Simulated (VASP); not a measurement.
A run of VASP 6.6.1:

Contents of POSCAR:

```
SiC3
1.0
    1.4154339595      0.8172011775      4.6700734293
   -1.4154339595      0.8172011775      4.6700734293
    0.0000000000     -1.6344023551      4.6700734293
C Si
3 1
Direct
    1.0082378924      0.0082378924      0.0082378924
    0.4889604674      0.4889604674      0.4889604674
    0.3791724033      0.3791724033      0.3791724033
    0.8736292368      0.8736292368      0.8736292368
```

File INCAR.step1:

```
  PREC = Accurate
  ENCUT = 520
  EDIFF = 1E-5
  ISMEAR = 0
  SIGMA = 0.01
  LREAL = F
  LASPH = T
  NELM = 60
  ALGO = Normal
  ISIF = 2
  LWAVE = T
  LCHARG = F
  GGA = PE
  NBANDS = 16
```

INCAR.step2

```
  PREC = Accurate
  ENCUT = 520
  EDIFF = 1E-7
  ISMEAR = 0
  SIGMA = 0.01
  LREAL = F
  LASPH = T
  NELM = 60
  ALGO = Normal
  ISIF = 2
  LWAVE = F
  LCHARG = F
  GGA = PE
  LHFCALC = T
  HFSCREEN = 0.2079
  PRECFOCK = Normal
  ISTART = 1
  NBANDS = 16
```

File KPOINTS:

```
regular mesh
0
Gamma
  6 6 6
```

Potentials or basis: VASP PAW PBE potentials, release 64 (C, Si).

The run is started by

```console
$ cat potpaw_PBE.64/C/POTCAR potpaw_PBE.64/Si/POTCAR > POTCAR
$ cp INCAR.step1 INCAR
$ mpirun -np 1 vasp_std > vasp.out
$ cp INCAR.step2 INCAR
$ mpirun -np 1 vasp_std > vasp.out
```

Hardware: 1 thread of Intel(R) Xeon(R) Platinum 8488C (Sapphire Rapids), with other jobs on the host.

Estimate the wall time of this run.

Wall time 2.2 h on 1 thread of Intel(R) Xeon(R) Platinum 8488C (Sapphire Rapids), on a shared host, peak memory 0.33 GiB. Counts: k points 32.
